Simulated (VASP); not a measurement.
# Be (P6_3/mmc) in VASP: further runs

The runs below take Be through relaxation of cell and atoms, relaxation of shape and atoms at fixed volume, with PBEsol.

Program: VASP 6.6.1. These are calculated values, not measurements. Logs are shortened: lines on timing, memory, paths and dates and some standing lists are left out, and cuts for length are marked.

## (1) The cell of the first run

It takes space group P6_3/mmc (No. 194, hexagonal). Conventional cell: a = 2.285 Å, b = 2.285 Å, c = 3.584 Å, α = 90.00°, β = 90.00°, γ = 120.00°. Within 2.9 Å of Be (site symmetry -6m2) lie 12 Be at 2.23 to 2.29 Å.

## (2) Relaxation of cell and atoms, PBEsol

INCAR

```
SYSTEM = Be
PREC = Accurate
ENCUT = 600
EDIFF = 1E-6
ISMEAR = 0
SIGMA = 0.1
LREAL = .FALSE.
LASPH = .TRUE.
NELM = 60
ALGO = Fast
ISIF = 3
LWAVE = .FALSE.
LCHARG = .FALSE.
GGA = PS
IBRION = 2
NSW = 100
EDIFFG = -0.005
```

KPOINTS

```
Automatic mesh
0
G
  24 24 12
  0 0 0
```

POSCAR

```
Be
1.0
    2.2853000000      0.0000000000      0.0000000000
   -1.1426500000      1.9791278553      0.0000000000
    0.0000000000      0.0000000000      3.5842000000
Be
2
Direct
    0.3333333333      0.6666666667      0.2500000000
    0.6666666667      0.3333333333      0.7500000000
```

Potentials or basis: VASP PAW PBE potentials, release 64 (Be).

Command:

```console
> cat potpaw_PBE.64/Be/POTCAR > POTCAR
> mpirun -np 1 vasp_std > vasp.out
```

OUTCAR:

```text
SYSTEM = Be
   PREC = Accurate
   ENCUT = 600
   EDIFF = 1E-6
   ISMEAR = 0
   LREAL = .FALSE.
   LASPH = .TRUE.
   NELM = 60
   ISIF = 3
   GGA = PS
   IBRION = 2
   NSW = 100
   EDIFFG = -0.005

 ion  position               nearest neighbor table
   1  0.333  0.667  0.250-   2 2.23   2 2.23   2 2.23   2 2.23   2 2.23   2 2.23
   2  0.667  0.333  0.750-   1 2.23   1 2.23   1 2.23   1 2.23   1 2.23   1 2.23

  LATTYP: Found a hexagonal cell.
 ALAT       =     2.2853000000
 C/A-ratio  =     1.5683717674

  Lattice vectors:

 A1 = (   2.2853000000,   0.0000000000,   0.0000000000)
 A2 = (  -1.1426500000,   1.9791278553,   0.0000000000)
 A3 = (   0.0000000000,   0.0000000000,   3.5842000000)

Analysis of symmetry for initial positions (statically):
=====================================================================
 Subroutine PRICEL returns:
 Original cell was already a primitive cell.

 Routine SETGRP: Setting up the symmetry group for a
 hexagonal supercell.

 Subroutine GETGRP returns: Found 24 space group operations
 (whereof 12 operations were pure point group operations)
 out of a pool of 24 trial point group operations.

The static configuration has the point symmetry D_3d.
 The point group associated with its full space group is D_6h.

Analysis of symmetry for dynamics (positions and initial velocities):
=====================================================================
 Subroutine PRICEL returns:
 Original cell was already a primitive cell.

 Routine SETGRP: Setting up the symmetry group for a
 hexagonal supercell.

 Subroutine GETGRP returns: Found 24 space group operations
 (whereof 12 operations were pure point group operations)
 out of a pool of 24 trial point group operations.

The dynamic configuration has the point symmetry D_3d.
 The point group associated with its full space group is D_6h.

 Subroutine INISYM returns: Found 24 space group operations
 (whereof 12 operations are pure point group operations),
 and found     1 'primitive' translations

----------------------------------------------------------------------------------------

                                     Primitive cell

  volume of cell :      16.2110

  direct lattice vectors                    reciprocal lattice vectors
     2.285300000  0.000000000  0.000000000     0.437579311  0.252636533  0.000000000
    -1.142650000  1.979127855  0.000000000     0.000000000  0.505273066  0.000000000
     0.000000000  0.000000000  3.584200000     0.000000000  0.000000000  0.279002288

  length of vectors
     2.285300000  2.285300000  3.584200000     0.505273066  0.505273066  0.279002288

  position of ions in fractional coordinates (direct lattice)
     0.333333333  0.666666667  0.250000000
     0.666666667  0.333333333  0.750000000

  ion indices of the primitive-cell ions
   primitive index   ion index
                 1           1
                 2           2

----------------------------------------------------------------------------------------

 KPOINTS: Automatic mesh

Automatic generation of k-mesh.
 Grid dimensions read from file:
 generate k-points for:   24   24   12

 Generating k-lattice:

  Cartesian coordinates                     Fractional coordinates (reciprocal lattice)
     0.018232471  0.010526522  0.000000000     0.041666667  0.000000000  0.000000000
     0.000000000  0.021053044  0.000000000     0.000000000  0.041666667  0.000000000
     0.000000000  0.000000000  0.023250191     0.000000000  0.000000000  0.083333333

  Length of vectors
     0.021053044  0.021053044  0.023250191

  Shift w.r.t. Gamma in fractional coordinates (k-lattice)
     0.000000000  0.000000000  0.000000000

 Subroutine IBZKPT returns following result:
 ===========================================

 Found    427 irreducible k-points:

 Following reciprocal coordinates:
            Coordinates               Weight
  0.000000  0.000000  0.000000      1.000000
  0.041667  0.000000  0.000000      6.000000
  0.083333 -0.000000  0.000000      6.000000
  0.125000  0.000000  0.000000      6.000000
  0.166667  0.000000  0.000000      6.000000
  0.208333 -0.000000  0.000000      6.000000
[... 16 lines left out ...]
  0.416667  0.041667  0.000000     12.000000
  0.458333  0.041667  0.000000     12.000000
 [... further k-points ...]
   k-points           NKPTS =    427   k-points in BZ     NKDIM =    427   number of bands    NBANDS=      6
   number of dos      NEDOS =    301   number of ions     NIONS =      2
   total plane-waves  NPLWV =   9720
   dimension x,y,z NGX =    18 NGY =   18 NGZ =   30
   dimension x,y,z NGXF=    36 NGYF=   36 NGZF=   60
   ions per type =               2
   NGX,Y,Z   is equivalent  to a cutoff of  13.09, 13.09, 13.91 a.u.
   NGXF,Y,Z  is equivalent  to a cutoff of  26.19, 26.19, 27.83 a.u.
 SYSTEM =  Be
   PREC   = accura    normal or accurate (medium, high low for compatibility)
   ISTART =      0    job   : 0-new  1-cont  2-samecut
   ICHARG =      2    charge: 1-file 2-atom 10-const
   ISPIN  =      1    spin polarized calculation?
   LNONCOLLINEAR =      F non collinear calculations
   LSORBIT =      F    spin-orbit coupling
   LASPH  =      T    aspherical Exc in radial PAW
   ENCUT  =  600.0 eV  44.10 Ry    6.64 a.u.   4.56  4.56  7.16*2*pi/ulx,y,z
   NELM   =     60;   NELMIN=  2; NELMDL= -5     # of ELM steps
   EDIFF  = 0.1E-05   stopping-criterion for ELM
   LREAL  =      F    real-space projection
   EDIFFG = -.5E-02   stopping-criterion for IOM
   NSW    =    100    number of steps for IOM
   IBRION =      2    ionic relax: 0-MD 1-quasi-New 2-CG
   NFREE  =      1    steps in history (QN), initial steepest desc. (CG)
   ISIF   =      3    stress and relaxation
   ISYM   =      2    0-nonsym 1-usesym 2-fastsym
   POTIM  = 0.5000    time-step for ionic-motion
   TEBEG  =    0.0;   TEEND  =   0.0 temperature during run
   PSTRESS=    0.0 pullay stress
   NELECT =       4.0000    total number of electrons
   NUPDOWN=      -1.0000    fix difference up-down
   EMIN   =  10.00;   EMAX   =-10.00  energy-range for DOS
   EFERMI =   0.00;   METHOD = LEGACY
   ISMEAR =     0;   SIGMA  =   0.10  broadening in eV -4-tet -1-fermi 0-gaus
   EFERMI_NEDOS =   21; number of points for ismear=-14 and -15
   IALGO  =     68    algorithm
   IMIX   =      4    mixing-type and parameters
     AMIX     =   0.40;   BMIX     =  1.00
     AMIX_MAG =   1.60;   BMIX_MAG =  1.00
  volume/ion in A,a.u.               =       8.11        54.70
  Fermi-wavevector in a.u.,A,eV,Ry     =   1.026814  1.940397 14.345258  1.054347
  Thomas-Fermi vector in A             =   2.160726
   LORBIT       =      0    0 simple, 1 ext, 2 COOP (PROOUT), +10 PAW based schemes
   GGA     = PS    functional components
   LHFCALC =     F    Hartree Fock is set to
   AEXX    =    0.0000 exact exchange contribution
   IVDW    =     0    specifies the selected vdW correction
   LEPSILON=     F    determine dielectric tensor
   LRPA    =     F    only Hartree local field effects (RPA)
 conjugate gradient relaxation of ions
 non-spin polarized calculation
 RMM-DIIS sequential band-by-band and
 Gauss-broadening in eV      SIGMA  =   0.10
  energy-cutoff  :      600.00
  volume of cell :       16.21
 maximum number of plane-waves:       555
   NGX =  9   NGY =  9   NGZ = 15

--------------------------------------- Ionic step        1  -------------------------------------------

 number of electron       4.0000000 magnetization

 Free energy of the ion-electron system (eV)
  ---------------------------------------------------
  ext. energy  EPLUGINS =         0.00000000
  ---------------------------------------------------
  free energy    TOTEN  =        -7.98931934 eV

  energy without entropy =       -7.98829538  energy(sigma->0) =       -7.98880736

------------------------ aborting loop because EDIFF is reached ----------------------------------------

  FORCE on cell =-STRESS in cart. coord.  units (eV):
  Direction    XX          YY          ZZ          XY          YZ          ZX
  --------------------------------------------------------------------------------------
  -------------------------------------------------------------------------------------
  Total       -0.3810502     -0.3810502     -0.3169573      0.0000000     -0.0000000     -0.0000000
  in kB      -37.6602728    -37.6602728    -31.3257863      0.0000000     -0.0000000     -0.0000000
  external PRESSURE =     -35.5487773 kB  Pullay stress =       0.0000000 kB
[... 165 lines left out ...]
  energy  without entropy=       -7.9938877606  energy(sigma->0) =       -7.99441825

--------------------------------------- Ionic step        6  -------------------------------------------

 number of electron       4.0000000 magnetization

 Free energy of the ion-electron system (eV)
  ---------------------------------------------------
  ext. energy  EPLUGINS =         0.00000000
  ---------------------------------------------------
  free energy    TOTEN  =        -7.99494897 eV

  energy without entropy =       -7.99388464  energy(sigma->0) =       -7.99441681

 E-fermi :   7.0190     XC(G=0): -10.6282

 val. band max:        7.0119115428   @ k =   0.2917   0.2917   0.0000
 cond. band min:       7.0663250171   @ k =   0.2500   0.2083   0.0833
 fundamental gap:      0.0544134743
 Fermi energy:         7.0189520297

 k-point     1 :       0.0000    0.0000    0.0000
  band No.  band energies     occupation
      1      -4.3115      2.00000
      2       2.5873      2.00000
      3       8.2188      0.00000
      4      23.1301      0.00000
      5      23.1301      0.00000
      6      25.9899      0.00000

 k-point     2 :       0.0417    0.0000    0.0000
  band No.  band energies     occupation
      1      -4.2617      2.00000
      2       2.6530      2.00000
      3       8.2331      0.00000
      4      22.6997      0.00000
      5      22.7917      0.00000
      6      25.9991      0.00000
[... 190 lines left out ...]
 k-point    24 :       0.4583    0.0417    0.0000
  band No.  band energies     occupation
      1       1.9057      2.00000
      2       4.1346      2.00000
      3      10.5703      0.00000
      4      13.8086      0.00000
      5      13.8201      0.00000
      6      15.4979      0.00000

 [... further k-points ...]

------------------------ aborting loop because EDIFF is reached ----------------------------------------

  FORCE on cell =-STRESS in cart. coord.  units (eV):
  Direction    XX          YY          ZZ          XY          YZ          ZX
  --------------------------------------------------------------------------------------
  -------------------------------------------------------------------------------------
  Total        0.0062397      0.0062397      0.0055149     -0.0000000     -0.0000000      0.0000000
  in kB        0.6361455      0.6361455      0.5622447     -0.0000000     -0.0000000      0.0000000
  external PRESSURE =       0.6115119 kB  Pullay stress =       0.0000000 kB
[... 17 lines left out ...]
  FREE ENERGIE OF THE ION-ELECTRON SYSTEM (eV)
  ---------------------------------------------------
  free  energy   TOTEN  =        -7.9949489704 eV

  energy  without entropy=       -7.9938846431  energy(sigma->0) =       -7.99441681

 reached required accuracy - stopping structural energy minimisation
```

Run time: 29 s. Hardware: 1 thread of Intel Xeon 6975P-C (Granite Rapids), shared host; peak memory 0.17 GiB.

Results:

```
Free energy                           : -7.9949 eV
Relaxed volume                        : 7.86 Å³/atom
Relaxed cell                          : a = 2.259 Å, b = 2.259 Å, c = 3.556 Å, α = 90.00°, β = 90.00°, γ = 120.00°
Space group after relaxing (to 0.1 Å) : P6_3/mmc (No. 194)
Energy gained by relaxing             : 2.8 meV/atom
Ionic steps                           : 6
Pressure after relaxing               : 0.1 GPa
Band gap on the k mesh                : zero (bands 2 and 3 overlap by 2.08 eV)
```

The path:
| step | energy change (eV) | largest force (eV/Å) | pressure (GPa) | volume (Å³) |
| --- | --- | --- | --- | --- |
| 1 | 0.0000 | 0.0000 | -3.55 | 16.21 |
| 2 | -0.0055 | 0.0000 | -0.52 | 15.79 |
| 3 | -0.0056 | 0.0000 | 0.01 | 15.72 |
| 4 | -0.0056 | 0.0000 | 0.08 | 15.72 |
| 5 | -0.0056 | 0.0000 | 0.06 | 15.72 |
| 6 | -0.0056 | 0.0000 | 0.06 | 15.72 |

Final structure:
```
Be
1.0
     2.25902    0.00000    0.00000
    -1.12951    1.95637    0.00000
     0.00000    0.00000    3.55592
Be
2
Cartesian
  0.0000 1.3042 0.8890
  1.1295 0.6521 2.6669
```

Caveat: the PAW data sets were made with another functional, which shifts forces and pressure a little.

## (3) Relaxation of shape and atoms at fixed volume, PBEsol (8.31 Å³/atom)

This run uses another cell than the first one, of 8.31 Å³/atom.

INCAR

```
SYSTEM = Be
ALGO = Normal
EDIFF = 1E-6
EDIFFG = -0.01
ENCUT = 600
GGA = PS
IBRION = 2
ISIF = 4
ISMEAR = 0
LASPH = .True.
LCHARG = .False.
LREAL = .False.
LWAVE = .False.
NELM = 100
NSW = 50
PREC = Accurate
SIGMA = 0.1
```

KPOINTS

```
k-points
0
Gamma
  24 24 12
  0 0 0
```

POSCAR

```
Be
1.0
    2.3026414596      0.0000000000      0.0000000000
   -1.1513207298      1.9941459998      0.0000000000
    0.0000000000      0.0000000000      3.6191174184
Be
2
Direct
    0.3333333333      0.6666666667      0.2500000000
    0.6666666667      0.3333333333      0.7500000000
```

Potentials or basis: VASP PAW PBE potentials, release 64 (Be).

Command:

```console
> cat potpaw_PBE.64/Be/POTCAR > POTCAR
> mpirun -np 1 vasp_std > vasp.out
```

OUTCAR:

```text
SYSTEM = Be
   EDIFF = 1E-6
   EDIFFG = -0.01
   ENCUT = 600
   GGA = PS
   IBRION = 2
   ISIF = 4
   ISMEAR = 0
   LASPH = .True.
   LREAL = .False.
   NELM = 100
   NSW = 50
   PREC = Accurate

 ion  position               nearest neighbor table
   1  0.333  0.667  0.250-   2 2.25   2 2.25   2 2.25   2 2.25   2 2.25   2 2.25
   2  0.667  0.333  0.750-   1 2.25   1 2.25   1 2.25   1 2.25   1 2.25   1 2.25

  LATTYP: Found a hexagonal cell.
 ALAT       =     2.3026414596
 C/A-ratio  =     1.5717242488

  Lattice vectors:

 A1 = (   2.3026414596,   0.0000000000,   0.0000000000)
 A2 = (  -1.1513207298,   1.9941459998,   0.0000000000)
 A3 = (   0.0000000000,   0.0000000000,   3.6191174184)

Analysis of symmetry for initial positions (statically):
=====================================================================
 Subroutine PRICEL returns:
 Original cell was already a primitive cell.

 Routine SETGRP: Setting up the symmetry group for a
 hexagonal supercell.

 Subroutine GETGRP returns: Found 24 space group operations
[... 215 lines left out ...]

 val. band max:        6.5415942915   @ k =   0.2917   0.2917   0.0000
 cond. band min:       6.6017885691   @ k =   0.2917   0.2500   0.0000
 fundamental gap:      0.0601942776
 Fermi energy:         6.5696119712

 k-point     1 :       0.0000    0.0000    0.0000
  band No.  band energies     occupation
      1      -4.4562      2.00000
      2       2.3596      2.00000
      3       7.6283      0.00000
      4      21.9404      0.00000
      5      21.9404      0.00000
      6      24.7034      0.00000
[... 199 lines left out ...]
 k-point    24 :       0.4583    0.0417    0.0000
  band No.  band energies     occupation
      1       1.6462      2.00000
      2       3.7296      2.00000
      3      10.0020      0.00000
      4      13.0270      0.00000
      5      13.1683      0.00000
      6      14.6960      0.00000

 [... further k-points ...]

------------------------ aborting loop because EDIFF is reached ----------------------------------------

  FORCE on cell =-STRESS in cart. coord.  units (eV):
  Direction    XX          YY          ZZ          XY          YZ          ZX
  --------------------------------------------------------------------------------------
  -------------------------------------------------------------------------------------
  Total       -0.6423809     -0.6423809     -0.6546713      0.0000000     -0.0000000      0.0000000
  in kB      -61.9323085    -61.9323085    -63.1172343      0.0000000     -0.0000000      0.0000000
  external PRESSURE =     -62.3272837 kB  Pullay stress =       0.0000000 kB

 VOLUME and BASIS-vectors are now :
 -----------------------------------------------------------------------------
  energy-cutoff  :      600.00
  volume of cell :       16.62
      direct lattice vectors                 reciprocal lattice vectors
     2.303526003  0.000000000  0.000000000     0.434117088  0.250637617  0.000000000
    -1.151763002  1.994912037  0.000000000     0.000000000  0.501275235  0.000000000
     0.000000000 -0.000000000  3.616338503     0.000000000  0.000000000  0.276522787

 POSITION                                       TOTAL-FORCE (eV/Angst)
 -----------------------------------------------------------------------------------
     -0.00000      1.32994      0.90408        -0.000000      0.000000      0.000000
      1.15176      0.66497      2.71225         0.000000     -0.000000      0.000000
 -----------------------------------------------------------------------------------
    total drift:                                0.000000     -0.000000      0.000000

  FREE ENERGIE OF THE ION-ELECTRON SYSTEM (eV)
  ---------------------------------------------------
  free  energy   TOTEN  =        -7.9768323289 eV

  energy  without entropy=       -7.9757859828  energy(sigma->0) =       -7.97630916

 reached required accuracy - stopping structural energy minimisation
```

OSZICAR:

```text
N       E                     dE             d eps       ncg     rms          rms(c)
DAV:   1    -0.224346359933E+01   -0.22435E+01   -0.19349E+03  5160   0.612E+02
DAV:   2    -0.795342522152E+01   -0.57100E+01   -0.53936E+01  7884   0.706E+01
DAV:   3    -0.800592777456E+01   -0.52503E-01   -0.52019E-01  6708   0.563E+00
DAV:   4    -0.800608854877E+01   -0.16077E-03   -0.16046E-03  7542   0.212E-01
DAV:   5    -0.800608938090E+01   -0.83213E-06   -0.83119E-06  6618   0.496E-03    0.119E+00
DAV:   6    -0.798569782401E+01    0.20392E-01   -0.20290E-03  5976   0.625E-01    0.721E-01
DAV:   7    -0.797680967636E+01    0.88881E-02   -0.31080E-03  5922   0.655E-01    0.119E-02
DAV:   8    -0.797680875059E+01    0.92577E-06   -0.13881E-05  8112   0.361E-02    0.506E-03
DAV:   9    -0.797680941217E+01   -0.66159E-06   -0.38806E-07  5142   0.623E-03
   1 F= -.79768094E+01 E0= -.79762768E+01  d E =-.797681E+01
       N       E                     dE             d eps       ncg     rms          rms(c)
DAV:   1    -0.797683252584E+01   -0.23775E-04   -0.20380E-04  6618   0.956E-02    0.516E-03
DAV:   2    -0.797683232891E+01    0.19693E-06   -0.99268E-07  6384   0.928E-03
   2 F= -.79768323E+01 E0= -.79763092E+01  d E =-.229167E-04
```

Wall time 14 s (1 thread of Intel Xeon 6975P-C (Granite Rapids), shared host); peak memory 0.16 GiB.

What came out:

| Item | Value |
| --- | --- |
| Free energy | -7.9768 eV |
| Energy gained by relaxing | 0.0 meV/atom |
| Ionic steps | 2 |
| Pressure after relaxing | -6.2 GPa |
| Band gap on the k mesh | zero (bands 2 and 3 overlap by 2.03 eV) |

Final structure:
```
Be
1.0
     2.30353    0.00000    0.00000
    -1.15176    1.99491    0.00000
     0.00000    0.00000    3.61634
Be
2
Direct
  0.33333 0.66667 0.25000
  0.66667 0.33333 0.75000
```

Caveat: the PAW data sets were made with another functional, which shifts forces and pressure a little.
